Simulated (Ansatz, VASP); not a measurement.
## Cd3Se2S: VASP beside Ansatz

```xyz
12
Lattice="4.3188 0.0000 0.0000 -2.1594 3.7402 0.0000 0.0000 0.0000 21.1548" Properties=species:S:1:pos:R:3 pbc="T T T"
Cd    0.0000    0.0000    3.6717
Cd    0.0000    0.0000   10.6278
Cd    0.0000    0.0000   17.5831
Cd    2.1594    1.2467    7.0026
Cd    2.1594    1.2467   13.9588
Cd    2.1594    1.2467    0.0495
Se    0.0000    0.0000   20.2677
Se    2.1594    1.2467    2.7334
Se    2.1594    1.2467    9.6916
Se    2.1594    1.2467   16.6483
S     0.0000    0.0000    6.2428
S     0.0000    0.0000   13.1992
```

Alike in both runs: task single point; functional PBE; k mesh 6 × 6 × 1; occupations gaussian, width 0.1 eV; no spin polarisation.

```csv
,VASP,Ansatz
version,VASP 6.6.1,Ansatz 0.2.0
potentials or method,"VASP PAW PBE potentials, release 64 (Cd, Se, S), cutoff 520 eV","scalar-relativistic, plane waves, PAW"
valence electrons in the cell,108,196
```

VASP gave:

* gap on the k mesh at the Fermi level (eV): 0.60
* least direct gap on the mesh (eV): 0.60
* pressure (GPa): 0.3

Task: Which values does Ansatz return?

Result: gap on the k mesh at the Fermi level (eV): 0.60; least direct gap on the mesh (eV): 0.60; pressure (GPa): 0.0.

The functional is the same, so the differences come from potentials, cutoffs and numerics. VASP's potentials hold 108 valence electrons a cell and Ansatz's 196, so a difference there can come from the potentials and not from the codes.
